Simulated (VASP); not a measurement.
C, 2 atoms in the cell. The typed cell holds 2 atoms: a = 3.488 Å, b = 3.488 Å, c = 3.488 Å, α = 40.19°, β = 40.19°, γ = 40.19°.  This cell differs from its parent crystal: atoms displaced along a vibrational mode, the cell strained.

```yaml
Program: VASP 6.6.1
Task: single point
Functional: PBEsol
Dispersion: D3(BJ)
Potentials_or_basis: VASP PAW PBE potentials, release 64 (C)
Cutoff: 520 eV
k_mesh: 15 × 15 × 15
Occupations: gaussian, width 0.05 eV
Spin: no spin polarisation
Dipole_correction: no
Further_INCAR_settings: ALGO = Normal; EDIFF = 1e-06; NBANDS = 11
```

Potentials or basis: VASP PAW PBE potentials, release 64 (C).

The run is started by

```sh
$ cat potpaw_PBE.64/C/POTCAR > POTCAR
$ mpirun -np 1 vasp_std > vasp.out
```

Hardware: 1 thread of Intel(R) Xeon(R) Platinum 8488C (Sapphire Rapids) (shared host).

Question: Estimate the wall time of this run.

Answer: It took 4.7 min on 1 thread of Intel(R) Xeon(R) Platinum 8488C (Sapphire Rapids), with other jobs on the host, peak memory 0.37 GiB. Counts: scf iterations 12, k points 1688.
